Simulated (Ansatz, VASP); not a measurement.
**One calculation of PtS2, two programs**

File INCAR:

```
ALGO     = Normal         # electronic algorithm
DIPOL    = 0.5 0.5 0.416
EDIFF    = 1E-7           # SCF threshold, eV
ENCUT    = 520            # plane-wave cutoff, eV
GGA      = PE             # functional
IDIPOL   = 3            
ISIF     = 2              # what is computed and relaxed
ISMEAR   = 0              # smearing method
IVDW     = 12             # dispersion correction
LASPH    = True           # aspherical terms in the spheres
LCHARG   = False          # write CHGCAR
LDIPOL   = True         
LREAL    = False          # projectors in reciprocal space
LWAVE    = False          # write WAVECAR
NBANDS   = 31             # bands
NELM     = 100            # most SCF steps
PREC     = Accurate       # precision mode
SIGMA    = 0.05           # smearing width, eV
```

KPOINTS

```
k-points
0
Gamma
  9 9 1
```

POSCAR

```
PtS2
1.0
    3.5415278079      0.0000000000      0.0000000000
   -1.7707639039      3.0670530498      0.0000000000
    0.0000000000      0.0000000000     22.4670615492
S Pt
4 2
Direct
    0.6666666667      0.3333333333      0.2002932155
    0.3333333333      0.6666666667      0.3108341854
    0.3333333333      0.6666666667      0.5218097057
    0.0000000000      1.0000000000      0.6323506756
    0.0000000000      0.0000000000      0.2555637004
   -0.3333333333      0.3333333333      0.5770801906
```

Input for Ansatz:

```yaml
crystal:
  lattice:
    - [3.5415278079, 0.0, 0.0]
    - [-1.7707639039, 3.0670530498, 0.0]
    - [0.0, 0.0, 22.4670615492]
  atoms:
    - { symbol: S, position: [0.6666666667, 0.3333333333, 0.2002932155] }
    - { symbol: Pt, position: [0.0, 0.0, 0.2555637004] }
    - { symbol: S, position: [0.3333333333, 0.6666666667, 0.3108341854] }
    - { symbol: S, position: [0.3333333333, 0.6666666667, 0.5218097057] }
    - { symbol: Pt, position: [-0.3333333333, 0.3333333333, 0.5770801906] }
    - { symbol: S, position: [0.0, 1.0, 0.6323506756] }
basis:
  ecutwfc: 420
kpoints:
  mp_grid: { grid: [9, 9, 1] }
hamiltonian:
  xc: pbe
  pseudopotentials: { kind: paw, azcp: { folder: soft_1 } }
  dispersion: d3bj
scf:
  occupations: { method: gaussian, width: 0.05 }
output:
  forces: true
  eigenvalues: true
efield:
  axis: 3
  dipole_correction: true
  ramp_width: 0.04
```

Alike in both runs: task single point; functional PBE; dispersion D3(BJ); k mesh 9 × 9 × 1; occupations gaussian, width 0.05 eV; no spin polarisation.

|  | VASP | Ansatz |
| --- | --- | --- |
| version | VASP 6.6.1 | Ansatz 0.2.0 |
| potentials or method | VASP PAW PBE potentials, release 64 (S, Pt), cutoff 520 eV | scalar-relativistic, plane waves, PAW |
| valence electrons in the cell | 44 | 60 |

Ansatz gave:

- gap on the k mesh at the Fermi level (eV): 1.76
- least direct gap on the mesh (eV): 1.83
- rms of the force components (eV/Å): 0.015

Task: Which values does VASP return?

Result: gap on the k mesh at the Fermi level (eV): 1.76; least direct gap on the mesh (eV): 1.83; rms of the force components (eV/Å): 0.016.

VASP's potentials hold 44 valence electrons a cell and Ansatz's 60, so a difference there can come from the potentials and not from the codes.

Spin-orbit coupling is off throughout.
